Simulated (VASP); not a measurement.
# Ir2C3 (I4/mmm) in VASP: single point with PBE

Aim: the single point of Ir2C3 with PBE.

All numbers are computed with VASP 6.6.1; they aren't measurements. Logs are shortened: lines on timing, memory, paths and dates and some standing lists are left out, and cuts for length are marked.

## (1) The cell of the first run

The structure is tetragonal, space group I4/mmm (No. 139). Conventional cell: a = 4.650 Å, b = 4.650 Å, c = 5.162 Å, α = 90.00°, β = 90.00°, γ = 90.00°. Within 2.1 Å of Ir (site symmetry 4mm) lie 1 C at 1.61 Å and 1 Ir at 1.94 Å. C (site symmetry mmm) has 4 C at 2.33 to 2.58 Å and 8 Ir at 2.52 to 2.83 Å within 3.1 Å. C (site symmetry 4/mmm) has 2 Ir at 1.61 Å within 2.1 Å.

The cell was built from a structure type or drawn by symmetry, and may not be a known phase.

## (2) Single point, PBE

Input file INCAR:

```
SYSTEM = Ir2C3
  PREC = Accurate
  ENCUT = 600
  EDIFF = 1E-6
  ISMEAR = 0
  SIGMA = 0.1
  LREAL = .False.
  LASPH = .True.
  NELM = 120
  ALGO = Normal
  ISIF = 2
  LWAVE = .False.
  LCHARG = .False.
  GGA = PE
  NBANDS = 31
  GGA_COMPAT = .False.
```

Input file KPOINTS:

```
regular mesh
0
Gamma
  6 6 6
  0 0 0
```

Input file POSCAR:

```
Ir2C3
1.0
   -2.3250075300      2.3250075300      2.5811360800
    2.3250075300     -2.3250075300      2.5811360800
    2.3250075300      2.3250075300     -2.5811360800
Ir C
2 3
Direct
    0.1879539200      0.1879539200      0.0000000000
    0.8120460800      0.8120460800      0.0000000000
    0.5000000000      0.0000000000      0.5000000000
    0.0000000000      0.5000000000      0.5000000000
    0.5000000000      0.5000000000      0.0000000000
```

Potentials or basis: VASP PAW PBE potentials, release 64 (Ir_sv_GW, C).

The run is started by

```bash
$ cat potpaw_PBE.64/Ir_sv_GW/POTCAR potpaw_PBE.64/C/POTCAR > POTCAR
$ mpirun -np 1 vasp_std > vasp.out
```

OUTCAR:

```text
SYSTEM = Ir2C3
   PREC = Accurate
   ENCUT = 600
   EDIFF = 1E-6
   ISMEAR = 0
   LREAL = .False.
   LASPH = .True.
   NELM = 120
   ISIF = 2
   GGA = PE

 ion  position               nearest neighbor table
   1  0.188  0.188  0.000-   5 1.61   2 1.94   4 2.52   3 2.52   4 2.52   3 2.52   2 3.22
   2  0.812  0.812  0.000-   5 1.61   1 1.94   3 2.52   4 2.52   3 2.52   4 2.52   1 3.22
   3  0.500  0.000  0.500-   1 2.52   2 2.52   1 2.52   2 2.52
   4  0.000  0.500  0.500-   1 2.52   2 2.52   1 2.52   2 2.52
   5  0.500  0.500  0.000-   1 1.61   2 1.61

  LATTYP: Found a body centered tetragonal cell.
 ALAT       =     4.6500150600
 C/A-ratio  =     1.1101624604

  Lattice vectors:

 A1 = (  -2.3250075300,   2.3250075300,   2.5811360800)
 A2 = (   2.3250075300,  -2.3250075300,   2.5811360800)
 A3 = (   2.3250075300,   2.3250075300,  -2.5811360800)

Analysis of symmetry for initial positions (statically):
=====================================================================
 Subroutine PRICEL returns:
 Original cell was already a primitive cell.

 Routine SETGRP: Setting up the symmetry group for a
 body centered tetragonal supercell.

 Subroutine GETGRP returns: Found 16 space group operations
 (whereof 16 operations were pure point group operations)
 out of a pool of 16 trial point group operations.

The static configuration has the point symmetry D_4h.

Analysis of symmetry for dynamics (positions and initial velocities):
=====================================================================
 Subroutine PRICEL returns:
 Original cell was already a primitive cell.

 Routine SETGRP: Setting up the symmetry group for a
 body centered tetragonal supercell.

 Subroutine GETGRP returns: Found 16 space group operations
 (whereof 16 operations were pure point group operations)
 out of a pool of 16 trial point group operations.

The dynamic configuration has the point symmetry D_4h.

 Subroutine INISYM returns: Found 16 space group operations
 (whereof 16 operations are pure point group operations),
 and found     1 'primitive' translations

----------------------------------------------------------------------------------------

[... 96 lines left out ...]
   ENCUT  =  600.0 eV  44.10 Ry    6.64 a.u.   8.35  8.35  8.35*2*pi/ulx,y,z
   NELM   =    120;   NELMIN=  2; NELMDL= -5     # of ELM steps
   EDIFF  = 0.1E-05   stopping-criterion for ELM
   LREAL  =      F    real-space projection
   EDIFFG = 0.1E-04   stopping-criterion for IOM
   NSW    =      0    number of steps for IOM
   IBRION =     -1    ionic relax: 0-MD 1-quasi-New 2-CG
   NFREE  =      0    steps in history (QN), initial steepest desc. (CG)
   ISIF   =      2    stress and relaxation
   ISYM   =      2    0-nonsym 1-usesym 2-fastsym
   POTIM  = 0.5000    time-step for ionic-motion
   TEBEG  =    0.0;   TEEND  =   0.0 temperature during run
   PSTRESS=    0.0 pullay stress
   NELECT =      46.0000    total number of electrons
   NUPDOWN=      -1.0000    fix difference up-down
   EMIN   =  10.00;   EMAX   =-10.00  energy-range for DOS
   EFERMI =   0.00;   METHOD = LEGACY
   ISMEAR =     0;   SIGMA  =   0.10  broadening in eV -4-tet -1-fermi 0-gaus
   EFERMI_NEDOS =   21; number of points for ismear=-14 and -15
   IALGO  =     38    algorithm
   IMIX   =      4    mixing-type and parameters
     AMIX     =   0.40;   BMIX     =  1.00
     AMIX_MAG =   1.60;   BMIX_MAG =  1.00
  volume/ion in A,a.u.               =      11.16        75.33
  Fermi-wavevector in a.u.,A,eV,Ry     =   1.534926  2.900590 32.055315  2.355999
  Thomas-Fermi vector in A             =   2.641786
   LORBIT       =      0    0 simple, 1 ext, 2 COOP (PROOUT), +10 PAW based schemes
   GGA     = PE    functional components
   LHFCALC =     F    Hartree Fock is set to
   AEXX    =    0.0000 exact exchange contribution
   IVDW    =     0    specifies the selected vdW correction
   LEPSILON=     F    determine dielectric tensor
   LRPA    =     F    only Hartree local field effects (RPA)
 non-spin polarized calculation
 Gauss-broadening in eV      SIGMA  =   0.10
  energy-cutoff  :      600.00
  volume of cell :       55.81
 maximum number of plane-waves:      1907
 NGX is ok and might be reduce to    36
   NGX = 17   NGY = 17   NGZ = 17

 number of electron      45.9999999 magnetization

 Free energy of the ion-electron system (eV)
  ---------------------------------------------------
  ext. energy  EPLUGINS =         0.00000000
  ---------------------------------------------------
  free energy    TOTEN  =       -25.12034592 eV

  energy without entropy =      -25.10692242  energy(sigma->0) =      -25.11363417

 E-fermi :   8.7253     XC(G=0): -12.7917

 val. band max:        8.7004445534   @ k =  -0.1667   0.3333   0.1667
 cond. band min:       8.7253640208   @ k =  -0.3333  -0.3333   0.1667
 fundamental gap:      0.0249194674
 Fermi energy:         8.7253144630

 k-point     1 :       0.0000    0.0000    0.0000
  band No.  band energies     occupation
      1     -84.6374      2.00000
      2     -84.0277      2.00000
      3     -44.5203      2.00000
      4     -41.0342      2.00000
      5     -41.0342      2.00000
      6     -40.7776      2.00000
[... 805 lines left out ...]
     30      15.5349      0.00000
     31      15.5541      0.00000

 [... further k-points ...]

------------------------ aborting loop because EDIFF is reached ----------------------------------------

  FORCE on cell =-STRESS in cart. coord.  units (eV):
  Direction    XX          YY          ZZ          XY          YZ          ZX
  --------------------------------------------------------------------------------------
  -------------------------------------------------------------------------------------
  Total       -4.7751984     -4.7751984     90.4920827      0.0000000      0.0000000      0.0000000
  in kB     -137.0826148   -137.0826148   2597.7750769      0.0000000      0.0000000      0.0000000
  external PRESSURE =     774.5366158 kB  Pullay stress =       0.0000000 kB

 VOLUME and BASIS-vectors are now :
 -----------------------------------------------------------------------------
  energy-cutoff  :      600.00
  volume of cell :       55.81
      direct lattice vectors                 reciprocal lattice vectors
    -2.325007530  2.325007530  2.581136080     0.000000000  0.215053067  0.193713150
     2.325007530 -2.325007530  2.581136080     0.215053067  0.000000000  0.193713150
     2.325007530  2.325007530 -2.581136080     0.215053067  0.215053067  0.000000000

 POSITION                                       TOTAL-FORCE (eV/Angst)
 -----------------------------------------------------------------------------------
      0.00000      0.00000      0.97027        -0.000000     -0.000000     11.886782
      0.00000      0.00000      4.19200         0.000000      0.000000    -11.886782
      0.00000      2.32501      0.00000         0.000000      0.000000     -0.000000
      2.32501      0.00000      0.00000         0.000000      0.000000     -0.000000
      0.00000      0.00000      2.58114         0.000000      0.000000      0.000000
 -----------------------------------------------------------------------------------
    total drift:                                0.000000      0.000000     -0.000000

  FREE ENERGIE OF THE ION-ELECTRON SYSTEM (eV)
  ---------------------------------------------------
  free  energy   TOTEN  =       -25.1203459235 eV

  energy  without entropy=      -25.1069224214  energy(sigma->0) =      -25.11363417
```

OSZICAR:

```text
N       E                     dE             d eps       ncg     rms          rms(c)
DAV:   1     0.445958476241E+03    0.44596E+03   -0.32657E+04  2004   0.170E+03
DAV:   2    -0.131264845807E+02   -0.45908E+03   -0.44141E+03  2299   0.472E+02
DAV:   3    -0.334614367675E+02   -0.20335E+02   -0.19709E+02  2294   0.939E+01
DAV:   4    -0.337105323502E+02   -0.24910E+00   -0.24847E+00  2031   0.107E+01
DAV:   5    -0.337142824557E+02   -0.37501E-02   -0.37486E-02  2321   0.102E+00    0.119E+02
DAV:   6    -0.324852323897E+02    0.12291E+01   -0.87679E+01  1994   0.535E+01    0.104E+02
DAV:   7    -0.250991235168E+02    0.73861E+01   -0.19906E+01  1948   0.312E+01    0.515E+01
DAV:   8    -0.253635941646E+02   -0.26447E+00   -0.25724E+00  2066   0.905E+00    0.125E+01
DAV:   9    -0.251508033672E+02    0.21279E+00   -0.10772E+00  2092   0.613E+00    0.119E+00
DAV:  10    -0.251226895565E+02    0.28114E-01   -0.87862E-02  2094   0.185E+00    0.116E+00
DAV:  11    -0.251206306617E+02    0.20589E-02   -0.72436E-03  2172   0.488E-01    0.683E-01
DAV:  12    -0.251204212755E+02    0.20939E-03   -0.60343E-04  1973   0.170E-01    0.146E-01
DAV:  13    -0.251203473678E+02    0.73908E-04   -0.14984E-04  2240   0.657E-02    0.423E-02
DAV:  14    -0.251203452792E+02    0.20886E-05   -0.32023E-05  1882   0.318E-02    0.115E-02
DAV:  15    -0.251203459235E+02   -0.64432E-06   -0.10888E-06  1111   0.792E-03
   1 F= -.25120346E+02 E0= -.25113634E+02  d E =-.134235E-01
```

Run time: 52 s. Hardware: 1 thread of Intel Xeon Platinum 8488C (Sapphire Rapids), shared host; peak memory 0.24 GiB.

Results:

| Property | Result |
| --- | --- |
| Free energy | -25.1203 eV |
| Pressure | 77.5 GPa |
| Largest force | 11.887 eV/Å |
| Band gap on the k mesh | zero (bands 23 and 24 overlap by 0.66 eV) |

Forces in eV/Å, atoms in the order of the input:
```
Ir    0.000   0.000  11.887
Ir    0.000   0.000 -11.887
C     0.000   0.000   0.000
C     0.000   0.000   0.000
C     0.000   0.000   0.000
```

Caveat: the cell stands under pressure; spin-orbit coupling is left out, which moves the levels of the heavy elements; forces of over 1 eV/Å act on the atoms, so gaps and moduli don't describe the material at rest.
